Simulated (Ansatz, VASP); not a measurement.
HfO2 in VASP and in Ansatz

Contents of INCAR:

```
  PREC = Accurate
  ENCUT = 520
  EDIFF = 1E-6
  ISMEAR = -1
  SIGMA = 0.02
  LREAL = False
  LASPH = True
  NELM = 100
  ALGO = Normal
  ISIF = 2
  LWAVE = False
  LCHARG = False
  GGA = PE
  NBANDS = 31
```

The input KPOINTS:

```
Automatic mesh
0
Gamma
  6 6 8
```

Contents of POSCAR:

```
HfO2
1.0
    4.6447508968      0.0000000000      0.0000000000
    0.0000000000      4.6447508968      0.0000000000
    0.0000000000      0.0000000000      3.3138374878
Hf O
2 4
Direct
    0.0000000000      0.0000000000      0.0000000000
    0.5000000000      0.5000000000      0.5000000000
    0.3075799109      0.3075799109      0.0000000000
    0.1924200891      0.8075799109      0.5000000000
    0.8075799109      0.1924200891      0.5000000000
    0.6924200891      0.6924200891      0.0000000000
```

Input for Ansatz:

```yaml
crystal:
  lattice:
    - [4.6447508968, 0.0, 0.0]
    - [0.0, 4.6447508968, 0.0]
    - [0.0, 0.0, 3.3138374878]
  atoms:
    - { symbol: Hf, position: [0.0, 0.0, 0.0] }
    - { symbol: Hf, position: [0.5, 0.5, 0.5] }
    - { symbol: O, position: [0.3075799109, 0.3075799109, 0.0] }
    - { symbol: O, position: [0.1924200891, 0.8075799109, 0.5] }
    - { symbol: O, position: [0.8075799109, 0.1924200891, 0.5] }
    - { symbol: O, position: [0.6924200891, 0.6924200891, 0.0] }
kpoints:
  mp_grid: { grid: [6, 6, 8] }
  band_path:
    path:
      - [0.0, 0.0, 0.0]
      - [0.0, 0.5, 0.0]
      - [0.5, 0.5, 0.0]
      - [0.0, 0.0, 0.5]
      - [0.0, 0.5, 0.5]
      - [0.5, 0.5, 0.5]
    npoints: 1
hamiltonian:
  xc: pbe
scf:
  occupations: { method: fermi_dirac, width: 0.02 }
  n_extra_bands: 5
output:
  forces: true
  stress: true
  eigenvalues: true
```

Change from the starting cell: epitaxial_xy strain -4.0%.

Alike in both runs: task single point; functional PBE; k mesh 6 × 6 × 8; occupations fermi-dirac, width 0.02 eV; no spin polarisation.

|  | VASP | Ansatz |
| --- | --- | --- |
| version | VASP 6.6.1 | Ansatz 0.2.0 |
| potentials or method | VASP PAW PBE potentials, release 64 (Hf_pv, O) | plane waves, PAW |
| plane-wave cutoff (eV) | 520 | 420 |
| valence electrons in the cell | 44 | 76 |

Ansatz gave:

- gap on the k mesh at the Fermi level (eV): 4.08
- pressure (GPa): 16.3
- traceless stress, the component that is largest in VASP (GPa): -10.47
- rms of the force components (eV/Å): 0.001

**Question.** Which values does VASP return?

**Answer.** gap on the k mesh at the Fermi level (eV): 4.03; pressure (GPa): 13.1; traceless stress, the component that is largest in VASP (GPa): -11.14; rms of the force components (eV/Å): 0.012.

Atom by atom the forces differ by 0.011 eV/Å (rms over components). The functional is the same, so the differences come from potentials, cutoffs and numerics. VASP's potentials hold 44 valence electrons a cell and Ansatz's 76, so a difference there can come from the potentials and not from the codes.

Neither program's run includes spin-orbit coupling.
